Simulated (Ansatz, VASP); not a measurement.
Two plane-wave programs on Re

```
CELL_PARAMETERS angstrom
0.00000 2.78084 2.78084
2.78084 0.00000 2.78084
2.78084 2.78084 0.00000
ATOMIC_POSITIONS crystal
Re 0.12500 0.12500 0.12500
Re 0.87500 0.87500 0.87500
```

Alike in both runs: functional LDA; k mesh 10 × 10 × 10; occupations fermi-dirac, width 0.1 eV; no spin polarisation.

Ansatz relaxed the structure, and its values are those at the end. VASP's run is a single point on that final structure, the one shown.

```csv
,VASP,Ansatz
version,VASP 6.6.1,Ansatz 0.2.0
potentials or method,"VASP PAW LDA potentials, release 64 (Re_sv_GW), cutoff 560 eV","plane waves (420 eV) with PAW, scalar-relativistic"
valence electrons in the cell,30,30
```

|  | VASP | Ansatz | Ansatz less VASP |
| --- | --- | --- | --- |
| pressure (GPa) | -0.3 | 0.0 | +0.29 |

Ansatz warns that its potentials were made for another functional, while VASP's fit it. LDA's correlation is that of Perdew and Zunger in VASP and of Perdew and Wang (1992) in Ansatz.

Neither program's run includes spin-orbit coupling.
